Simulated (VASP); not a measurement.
A run of VASP 6.6.1 is set up as follows.

INCAR

```
PREC = Accurate
ENCUT = 600
EDIFF = 1E-6
ISMEAR = -1
SIGMA = 0.05
LREAL = F
LASPH = T
NELM = 100
ALGO = Normal
ISIF = 3
LWAVE = F
LCHARG = F
GGA = RP
IVDW = 12
IBRION = 2
NSW = 60
EDIFFG = -0.01
```

File KPOINTS:

```
Automatic mesh
0
Gamma
  12 12 12
```

Contents of POSCAR:

```
Pd
1.0
    0.0000000000      1.9465000000      1.9465000000
    1.9465000000      0.0000000000      1.9465000000
    1.9465000000      1.9465000000      0.0000000000
Pd
1
Direct
    0.0000000000      0.0000000000      0.0000000000
```

Potentials or basis: VASP PAW PBE potentials, release 64 (Pd).

Command:

```sh
$ cat potpaw_PBE.64/Pd/POTCAR > POTCAR
$ mpirun -np 1 vasp_std > vasp.out
```

Q: What does it give for the dispersion energy per atom?

A: -4.007 eV.

Q: Predict the relaxed cell.

A: a = 2.633 Å, b = 2.633 Å, c = 2.633 Å, α = 60.00°, β = 60.00°, γ = 60.00°.

Q: What does it give for the space group after relaxing (to 0.1 Å)?

A: Fm-3m (No. 225).

Final structure:
```xyz
1
Lattice="0.0000 1.8616 1.8616 1.8616 0.0000 1.8616 1.8616 1.8616 0.0000" Properties=species:S:1:pos:R:3 pbc="T T T"
Pd    0.0000    0.0000    0.0000
```
